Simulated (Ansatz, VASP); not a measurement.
# LuGaAs2 in VASP and in Ansatz

```
CELL_PARAMETERS angstrom
1.95026 1.12598 6.42274
-1.95026 1.12598 6.42274
0.00000 -2.25196 6.42274
ATOMIC_POSITIONS crystal
Ga 0.00000 0.00000 0.00000
Lu 0.50000 0.50000 0.50000
As 0.25657 0.25657 0.25657
As 0.74343 0.74343 0.74343
```

Alike in both runs: task single point; functional PBE; k mesh 6 × 6 × 6; occupations fermi-dirac, width 0.02 eV; no spin polarisation.

|  | VASP | Ansatz |
| --- | --- | --- |
| version | VASP 6.6.1 | Ansatz 0.2.0 |
| potentials or method | VASP PAW PBE potentials, release 64 (Ga_d, Lu, As) | plane waves, PAW |
| plane-wave cutoff (eV) | 520 | 420 |
| valence electrons in the cell | 48 | 68 |

Ansatz gave:

```
pressure (GPa)                                                : 2.1
traceless stress, the component that is largest in VASP (GPa) : 1.04
rms of the force components (eV/Å)                            : 0.037
```

Question: Which values does VASP return?

Answer: Pressure (GPa): 2.5; traceless stress, the component that is largest in VASP (GPa): 1.06; rms of the force components (eV/Å): 0.032.

Atom by atom the forces differ by 0.005 eV/Å (rms over components). VASP's potentials hold 48 valence electrons a cell and Ansatz's 68, so a difference there can come from the potentials and not from the codes.

Neither program's run includes spin-orbit coupling.
